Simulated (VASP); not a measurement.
# GaAs in VASP: a series of runs

Runs on GaAs. Level: PBE. Tasks: electric field gradients.

All numbers are computed with VASP 6.6.1; they aren't measurements. Logs are shortened: lines on timing, memory, paths and dates and some standing lists are left out, and cuts for length are marked.

### 1 The cell of the first run

Symmetry: F-43m, No. 216, cubic system. Conventional cell: a = 5.765 Å, b = 5.765 Å, c = 5.765 Å, α = 90.00°, β = 90.00°, γ = 90.00°. Within 3.3 Å of Ga (site symmetry -43m) lie 4 As at 2.50 Å. As (site symmetry -43m) has 4 Ga at 2.50 Å within 3.3 Å.

### 2 Electric field gradients, PBE (23.94 Å³/atom)

Input file INCAR:

```
SYSTEM = GaAs
ALGO = Normal ; EDIFF = 1E-8
ENCUT = 520 ; GGA = PE
ISIF = 2 ; ISMEAR = -1
LASPH = .True. ; LCHARG = .False.
LEFG = .True. ; LREAL = .False.
LWAVE = .False. ; NBANDS = 16
NELM = 80 ; PREC = Accurate
SIGMA = 0.05
```

Input file KPOINTS:

```
k-points
0
Gamma
  11 11 11
  0 0 0
```

Input file POSCAR:

```
GaAs
1.0
    0.0000000000      2.8822925071      2.8822925071
    2.8822925071      0.0000000000      2.8822925071
    2.8822925071      2.8822925071      0.0000000000
Ga As
1 1
Direct
    0.0000000000      0.0000000000      0.0000000000
    0.7500000000      0.7500000000      0.7500000000
```

Potentials or basis: VASP PAW PBE potentials, release 64 (Ga_d, As).

On the command line:

```
cat potpaw_PBE.64/Ga_d/POTCAR potpaw_PBE.64/As/POTCAR > POTCAR
mpirun -np 1 vasp_std > vasp.out
```

OUTCAR:

```text
SYSTEM = GaAs
   EDIFF = 1E-8
   ENCUT = 520
   GGA = PE
   ISIF = 2
   ISMEAR = -1
   LASPH = .True.
   LREAL = .False.
   NELM = 80
   PREC = Accurate

 ion  position               nearest neighbor table
   1  0.000  0.000  0.000-   2 2.50   2 2.50   2 2.50   2 2.50
   2  0.750  0.750  0.750-   1 2.50   1 2.50   1 2.50   1 2.50

  LATTYP: Found a face centered cubic cell.
 ALAT       =     5.7645850142

  Lattice vectors:

 A1 = (   0.0000000000,   2.8822925071,   2.8822925071)
 A2 = (   2.8822925071,   0.0000000000,   2.8822925071)
 A3 = (   2.8822925071,   2.8822925071,   0.0000000000)

Analysis of symmetry for initial positions (statically):
=====================================================================
 Subroutine PRICEL returns:
 Original cell was already a primitive cell.

 Routine SETGRP: Setting up the symmetry group for a
 face centered cubic supercell.

 Subroutine GETGRP returns: Found 24 space group operations
 (whereof 24 operations were pure point group operations)
 out of a pool of 48 trial point group operations.

The static configuration has the point symmetry T_d .

Analysis of symmetry for dynamics (positions and initial velocities):
=====================================================================
 Subroutine PRICEL returns:
 Original cell was already a primitive cell.

 Routine SETGRP: Setting up the symmetry group for a
 face centered cubic supercell.

 Subroutine GETGRP returns: Found 24 space group operations
 (whereof 24 operations were pure point group operations)
 out of a pool of 48 trial point group operations.

The dynamic configuration has the point symmetry T_d .

 Subroutine INISYM returns: Found 24 space group operations
 (whereof 24 operations are pure point group operations),
 and found     1 'primitive' translations

----------------------------------------------------------------------------------------

                                     Primitive cell

  volume of cell :      47.8899

  direct lattice vectors                    reciprocal lattice vectors
     0.000000000  2.882292507  2.882292507    -0.173473025  0.173473025  0.173473025
     2.882292507  0.000000000  2.882292507     0.173473025 -0.173473025  0.173473025
     2.882292507  2.882292507  0.000000000     0.173473025  0.173473025 -0.173473025

  length of vectors
     4.076177154  4.076177154  4.076177154     0.300464093  0.300464093  0.300464093

  position of ions in fractional coordinates (direct lattice)
     0.000000000  0.000000000  0.000000000
     0.750000000  0.750000000  0.750000000

  ion indices of the primitive-cell ions
   primitive index   ion index
                 1           1
                 2           2

----------------------------------------------------------------------------------------

 KPOINTS: k-points

Automatic generation of k-mesh.
 Grid dimensions read from file:
 generate k-points for:   11   11   11

 Generating k-lattice:

  Cartesian coordinates                     Fractional coordinates (reciprocal lattice)
    -0.015770275  0.015770275  0.015770275     0.090909091  0.000000000  0.000000000
     0.015770275 -0.015770275  0.015770275     0.000000000  0.090909091  0.000000000
     0.015770275  0.015770275 -0.015770275     0.000000000  0.000000000  0.090909091

  Length of vectors
     0.027314918  0.027314918  0.027314918

  Shift w.r.t. Gamma in fractional coordinates (k-lattice)
     0.000000000  0.000000000  0.000000000

 Subroutine IBZKPT returns following result:
 ===========================================

 Found     56 irreducible k-points:

 Following reciprocal coordinates:
            Coordinates               Weight
  0.000000  0.000000  0.000000      1.000000
  0.090909  0.000000  0.000000      8.000000
  0.181818  0.000000  0.000000      8.000000
  0.272727  0.000000  0.000000      8.000000
  0.363636  0.000000  0.000000      8.000000
  0.454545  0.000000  0.000000      8.000000
[... 16 lines left out ...]
 -0.272727  0.181818  0.000000     24.000000
 -0.181818  0.181818  0.000000     12.000000
 [... further k-points ...]
   k-points           NKPTS =     56   k-points in BZ     NKDIM =     56   number of bands    NBANDS=     16
   number of dos      NEDOS =    301   number of ions     NIONS =      2
   total plane-waves  NPLWV =  27000
   dimension x,y,z NGX =    30 NGY =   30 NGZ =   30
   dimension x,y,z NGXF=    60 NGYF=   60 NGZF=   60
   ions per type =               1   1
   NGX,Y,Z   is equivalent  to a cutoff of  12.24, 12.24, 12.24 a.u.
   NGXF,Y,Z  is equivalent  to a cutoff of  24.47, 24.47, 24.47 a.u.
 SYSTEM =  GaAs
   PREC   = accura    normal or accurate (medium, high low for compatibility)
   ISTART =      0    job   : 0-new  1-cont  2-samecut
   ICHARG =      2    charge: 1-file 2-atom 10-const
   ISPIN  =      1    spin polarized calculation?
   LNONCOLLINEAR =      F non collinear calculations
   LSORBIT =      F    spin-orbit coupling
   LASPH  =      T    aspherical Exc in radial PAW
   ENCUT  =  520.0 eV  38.22 Ry    6.18 a.u.   7.58  7.58  7.58*2*pi/ulx,y,z
   NELM   =     80;   NELMIN=  2; NELMDL= -5     # of ELM steps
   EDIFF  = 0.1E-07   stopping-criterion for ELM
   LREAL  =      F    real-space projection
   EDIFFG = 0.1E-06   stopping-criterion for IOM
   NSW    =      0    number of steps for IOM
   IBRION =     -1    ionic relax: 0-MD 1-quasi-New 2-CG
   NFREE  =      0    steps in history (QN), initial steepest desc. (CG)
   ISIF   =      2    stress and relaxation
   ISYM   =      2    0-nonsym 1-usesym 2-fastsym
   POTIM  = 0.5000    time-step for ionic-motion
   TEBEG  =    0.0;   TEEND  =   0.0 temperature during run
   PSTRESS=    0.0 pullay stress
   NELECT =      18.0000    total number of electrons
   NUPDOWN=      -1.0000    fix difference up-down
   EMIN   =  10.00;   EMAX   =-10.00  energy-range for DOS
   EFERMI =   0.00;   METHOD = LEGACY
   ISMEAR =    -1;   SIGMA  =   0.05  broadening in eV -4-tet -1-fermi 0-gaus
   EFERMI_NEDOS =   21; number of points for ismear=-14 and -15
   IALGO  =     38    algorithm
   IMIX   =      4    mixing-type and parameters
     AMIX     =   0.40;   BMIX     =  1.00
     AMIX_MAG =   1.60;   BMIX_MAG =  1.00
  volume/ion in A,a.u.               =      23.94       161.59
  Fermi-wavevector in a.u.,A,eV,Ry     =   1.181456  2.232628 18.991538  1.395839
  Thomas-Fermi vector in A             =   2.317729
   LORBIT       =      0    0 simple, 1 ext, 2 COOP (PROOUT), +10 PAW based schemes
   GGA     = PE    functional components
   LHFCALC =     F    Hartree Fock is set to
   AEXX    =    0.0000 exact exchange contribution
   IVDW    =     0    specifies the selected vdW correction
   LEPSILON=     F    determine dielectric tensor
   LRPA    =     F    only Hartree local field effects (RPA)
 non-spin polarized calculation
  energy-cutoff  :      520.00
  volume of cell :       47.89
 maximum number of plane-waves:      1313
   NGX = 15   NGY = 15   NGZ = 15

 number of electron      17.9999993 magnetization

 Free energy of the ion-electron system (eV)
  ---------------------------------------------------
  ext. energy  EPLUGINS =         0.00000000
  ---------------------------------------------------
  free energy    TOTEN  =        -8.27562892 eV

  energy without entropy =       -8.27538666  energy(sigma->0) =       -8.27550779

 E-fermi :   3.5082     XC(G=0):  -9.3286

 val. band max:        3.4916419474   @ k =   0.0000   0.0000   0.0000
 cond. band min:       4.2597383285   @ k =   0.4545   0.0000   0.0000
 fundamental gap:      0.7680963811
 Fermi energy:         3.5081950151

 k-point     1 :       0.0000    0.0000    0.0000
  band No.  band energies     occupation
      1     -11.3100      2.00000
      2     -11.3100      2.00000
      3     -11.3100      2.00000
      4     -11.2441      2.00000
      5     -11.2441      2.00000
      6      -8.9221      2.00000
[... 8 lines left out ...]
     15      13.3796      0.00000
     16      13.3796      0.00000
[... 419 lines left out ...]
 k-point    24 :      -0.1818    0.1818    0.0000
  band No.  band energies     occupation
      1     -11.3528      2.00000
      2     -11.2978      2.00000
      3     -11.2955      2.00000
      4     -11.2464      2.00000
      5     -11.2422      2.00000
      6      -8.0467      2.00000
[... 8 lines left out ...]
     15      13.3808      0.00000
     16      14.0302      0.00000

 [... further k-points ...]

------------------------ aborting loop because EDIFF is reached ----------------------------------------

  FORCE on cell =-STRESS in cart. coord.  units (eV):
  Direction    XX          YY          ZZ          XY          YZ          ZX
  --------------------------------------------------------------------------------------
  -------------------------------------------------------------------------------------
  Total       -0.1223117     -0.1223117     -0.1223117      0.0000000      0.0000000     -0.0000000
  in kB       -4.0919889     -4.0919889     -4.0919889      0.0000000      0.0000000     -0.0000000
  external PRESSURE =      -4.0919889 kB  Pullay stress =       0.0000000 kB

 VOLUME and BASIS-vectors are now :
 -----------------------------------------------------------------------------
  energy-cutoff  :      520.00
  volume of cell :       47.89
      direct lattice vectors                 reciprocal lattice vectors
     0.000000000  2.882292507  2.882292507    -0.173473025  0.173473025  0.173473025
     2.882292507  0.000000000  2.882292507     0.173473025 -0.173473025  0.173473025
     2.882292507  2.882292507  0.000000000     0.173473025  0.173473025 -0.173473025

 POSITION                                       TOTAL-FORCE (eV/Angst)
 -----------------------------------------------------------------------------------
      0.00000      0.00000      0.00000        -0.000000     -0.000000     -0.000000
      4.32344      4.32344      4.32344         0.000000      0.000000      0.000000
 -----------------------------------------------------------------------------------
    total drift:                               -0.000002     -0.000002     -0.000002

  FREE ENERGIE OF THE ION-ELECTRON SYSTEM (eV)
  ---------------------------------------------------
  free  energy   TOTEN  =        -8.2756289194 eV

  energy  without entropy=       -8.2753866614  energy(sigma->0) =       -8.27550779

 Electric field gradients (V/A^2)
---------------------------------------------------------------------
 ion       V_xx      V_yy      V_zz      V_xy      V_xz      V_yz
---------------------------------------------------------------------
   1      -0.000     0.000    -0.000    -0.000    -0.000    -0.000
   2      -0.000    -0.000     0.000     0.000     0.000     0.000
---------------------------------------------------------------------

 Electric field gradients after diagonalization (V/A^2)
 (convention: |V_zz| > |V_xx| > |V_yy|)
----------------------------------------------------------------------
 ion       V_xx      V_yy      V_zz     asymmetry (V_yy - V_xx)/ V_zz
----------------------------------------------------------------------
   1       0.000     0.000    -0.000       0.000
   2      -0.000    -0.000     0.000       0.000
----------------------------------------------------------------------

           NMR quadrupolar parameters

 Cq : quadrupolar parameter    Cq=e*Q*V_zz/h
 eta: asymmetry parameters     (V_yy - V_xx)/ V_zz
 Q  : nuclear electric quadrupole moment in mb (millibarn)
----------------------------------------------------------------------
 ion       Cq(MHz)       eta       Q (mb)
----------------------------------------------------------------------
   1      -0.000       0.000       1.000
   2       0.000       0.000       1.000
----------------------------------------------------------------------
```

It took 27 s on 1 thread of AMD EPYC 7R13 (Zen 3), shared host; peak memory 0.17 GiB.

Results:

- Free energy: -8.2756 eV
- Pressure: -0.4 GPa
- Largest electric field gradient by atom: zero within the noise of the run

### 3 Electric field gradients, PBE (zz strain of -3 %)

Input file INCAR:

```
SYSTEM = GaAs
PREC = Accurate ; ENCUT = 520
EDIFF = 1E-8 ; ISMEAR = -1
SIGMA = 0.05 ; LREAL = .False.
LASPH = .True. ; NELM = 60
ALGO = Normal ; ISIF = 2
LWAVE = .False. ; LCHARG = .False.
GGA = PE ; LEFG = .True.
NBANDS = 16
```

Input file KPOINTS:

```
regular mesh
0
Gamma
  11 11 11
  0 0 0
```

Input file POSCAR:

```
GaAs
1.0
    0.0000000000      2.8268500000      2.7420445000
    2.8268500000      0.0000000000      2.7420445000
    2.8268500000      2.8268500000      0.0000000000
Ga As
1 1
Direct
    0.0000000000      0.0000000000      0.0000000000
    0.7500000000      0.7500000000      0.7500000000
```

Potentials or basis: VASP PAW PBE potentials, release 64 (Ga_d, As).

On the command line:

```
cat potpaw_PBE.64/Ga_d/POTCAR potpaw_PBE.64/As/POTCAR > POTCAR
mpirun -np 1 vasp_std > vasp.out
```

OUTCAR:

```text
SYSTEM = GaAs
   PREC = Accurate
   ENCUT = 520
   EDIFF = 1E-8
   ISMEAR = -1
   LREAL = .False.
   LASPH = .True.
   NELM = 60
   ISIF = 2
   GGA = PE

 ion  position               nearest neighbor table
   1  0.000  0.000  0.000-   2 2.42   2 2.42   2 2.42   2 2.42
   2  0.750  0.750  0.750-   1 2.42   1 2.42   1 2.42   1 2.42

  LATTYP: Found a body centered tetragonal cell.
 ALAT       =     3.9977696088
 C/A-ratio  =     1.3717871555

  Lattice vectors:

 A1 = (   0.0000000000,  -2.8268500000,  -2.7420445000)
 A2 = (   0.0000000000,   2.8268500000,  -2.7420445000)
 A3 = (   2.8268500000,   0.0000000000,   2.7420445000)

Analysis of symmetry for initial positions (statically):
=====================================================================
 Subroutine PRICEL returns:
 Original cell was already a primitive cell.

 Routine SETGRP: Setting up the symmetry group for a
[... 646 lines left out ...]
  volume of cell :       43.82
      direct lattice vectors                 reciprocal lattice vectors
     0.000000000  2.826850000  2.742044500    -0.176875321  0.176875321  0.182345691
     2.826850000  0.000000000  2.742044500     0.176875321 -0.176875321  0.182345691
     2.826850000  2.826850000  0.000000000     0.176875321  0.176875321 -0.182345691

 POSITION                                       TOTAL-FORCE (eV/Angst)
 -----------------------------------------------------------------------------------
      0.00000      0.00000      0.00000        -0.000000     -0.000000      0.000000
      4.24027      4.24027      4.11307         0.000000      0.000000     -0.000000
 -----------------------------------------------------------------------------------
    total drift:                               -0.000002     -0.000002     -0.000000

  FREE ENERGIE OF THE ION-ELECTRON SYSTEM (eV)
  ---------------------------------------------------
  free  energy   TOTEN  =        -8.2069610550 eV

  energy  without entropy=       -8.2069585612  energy(sigma->0) =       -8.20695981

 Electric field gradients (V/A^2)
---------------------------------------------------------------------
 ion       V_xx      V_yy      V_zz      V_xy      V_xz      V_yz
---------------------------------------------------------------------
   1      -2.519    -2.519     5.037    -0.001    -0.004    -0.004
   2       3.587     3.587    -7.175     0.000     0.000     0.000
---------------------------------------------------------------------

 Electric field gradients after diagonalization (V/A^2)
 (convention: |V_zz| > |V_xx| > |V_yy|)
----------------------------------------------------------------------
 ion       V_xx      V_yy      V_zz     asymmetry (V_yy - V_xx)/ V_zz
----------------------------------------------------------------------
   1      -2.520    -2.517     5.037       0.001
   2       3.588     3.587    -7.175       0.000
----------------------------------------------------------------------

           NMR quadrupolar parameters

 Cq : quadrupolar parameter    Cq=e*Q*V_zz/h
 eta: asymmetry parameters     (V_yy - V_xx)/ V_zz
 Q  : nuclear electric quadrupole moment in mb (millibarn)
----------------------------------------------------------------------
 ion       Cq(MHz)       eta       Q (mb)
----------------------------------------------------------------------
   1       0.012       0.001       1.000
   2      -0.017       0.000       1.000
----------------------------------------------------------------------
```

It took 2.1 min on 1 thread of Intel Xeon 8259CL, shared host; peak memory 0.24 GiB.

What came out:

```yaml
Free_energy: -8.2070 eV
Pressure: 6.0 GPa
Band_gap_on_the_k_mesh: 0.63 eV
Largest_electric_field_gradient_by_atom: Ga +5.0; As -7.2 V/Å²
```

Stress tensor (GPa, compression positive):
```
5.40 0.00 0.00
0.00 5.40 0.00
0.00 0.00 7.08
```

Electric field gradients, principal values (V/Å²):
```csv
atom,least,middle,greatest (by size)
1 Ga,-2.517,-2.520,5.037
2 As,3.587,3.588,-7.175
```

Caveat: the cell differs from its parent crystal (zz strain of -3 %); the cell stands under pressure; without QUAD_EFG the Cq values of the log hold for a quadrupole moment of 1 mb, not for the nuclei; an odd mesh through Γ misses points on the zone boundary, where band edges can lie.

(Continued in part 2 of 2.)
